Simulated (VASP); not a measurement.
The system is Ca3H2Pt.

```
Ca H Pt
1.0
     3.19571    0.00000    0.00000
     0.00000    3.19571    0.00000
     0.00000    0.00000    9.55425
Ca H Pt
3 2 1
Cartesian
  1.5979 1.5979 1.7555
  1.5979 1.5979 4.7771
  1.5979 1.5979 7.7987
  0.0000 0.0000 3.1937
  0.0000 0.0000 6.3606
  0.0000 0.0000 0.0000
```

```yaml
Program: VASP 6.6.1
Task: relaxation of cell and atoms
Functional: PBE
Potentials_or_basis: VASP PAW PBE potentials, release 64 (Ca_sv, H, Pt)
Cutoff: 600 eV
k_mesh: 6 × 6 × 2
Occupations: gaussian, width 0.1 eV
Spin: no spin polarisation
```

At the start: pressure 9.0 GPa; volume 16.26 Å³/atom.

Question: Where does the relaxation end?

Answer: Over 22 steps the energy falls by 154.1 meV/atom and the volume is 20.98 Å³/atom (+29.0 %); space group P4/mmm (No. 123, to 0.05 Å).

The path:
```tsv
step	energy change (eV)	largest force (eV/Å)	pressure (GPa)	volume (Å³)
1	0.0000	0.3629	8.97	97.57
2	-0.4472	0.8525	1.51	111.00
3	-0.4771	0.9759	-0.74	116.86
4	-0.4778	0.9610	-0.46	116.04
5	-0.5692	0.6818	-0.39	117.24
6	-0.6858	0.3274	0.15	120.54
7	-0.6871	0.3347	0.25	120.96
8	-0.7095	0.3460	-0.15	122.31
9	-0.7537	0.3288	-1.24	126.41
10	-0.6967	0.1400	-2.97	134.84
11	-0.7597	0.3053	-1.64	128.07
12	-0.7685	0.2965	-1.58	128.02
13	-0.7930	0.2659	-1.44	127.86
14	-0.8320	0.1841	-1.10	127.54
15	-0.8551	0.2591	-0.37	126.91
16	-0.8905	0.1914	-0.04	126.11
17	-0.9092	0.1631	0.48	124.82
18	-0.9176	0.1230	0.00	125.96
19	-0.9198	0.0889	-0.41	126.96
20	-0.9236	0.0617	-0.21	126.41
21	-0.9248	0.0402	-0.04	125.96
22	-0.9248	0.0361	-0.01	125.87
```

Final structure:
```xyz
6
Lattice="3.4104 0.0000 0.0000 0.0000 3.4104 0.0000 0.0000 0.0000 10.8228" Properties=species:S:1:pos:R:3 pbc="T T T"
Ca    1.7052    1.7052    1.6909
Ca    1.7052    1.7052    5.4114
Ca    1.7052    1.7052    9.1319
H     0.0000    0.0000    4.2619
H     0.0000    0.0000    6.5609
Pt    0.0000    0.0000    0.0000
```

Caveat: the volume moved by over 15 % at a fixed basis, so the end points are rough.
